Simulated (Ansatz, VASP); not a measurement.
Two plane-wave programs on TiAl

```
Ti Al
1.0
     2.80633    0.00000    0.00000
    -1.40317    2.43036    0.00000
     0.00000    0.00000    4.64884
Ti Al
1 1
Direct
  0.00000 0.00000 0.00000
  0.33333 0.66667 0.50000
```

Alike in both runs: task single point; functional PBE; k mesh 18 × 18 × 10; occupations gaussian, width 0.1 eV; no spin polarisation.

|  | VASP | Ansatz |
| --- | --- | --- |
| version | VASP 6.6.1 | Ansatz 0.2.0 |
| potentials or method | VASP PAW PBE potentials, release 64 (Ti_sv, Al), cutoff 520 eV | scalar-relativistic, plane waves, PAW |
| valence electrons in the cell | 15 | 15 |

Ansatz gave:

```
gap on the k mesh at the Fermi level (eV)                     : none
pressure (GPa)                                                : 5.8
traceless stress, the component that is largest in VASP (GPa) : -2.10
```

What did VASP give for the same quantities?

gap on the k mesh at the Fermi level (eV): none; pressure (GPa): 5.8; traceless stress, the component that is largest in VASP (GPa): -2.05.

A gap of «none» marks a metal or a gap that the smearing closes.
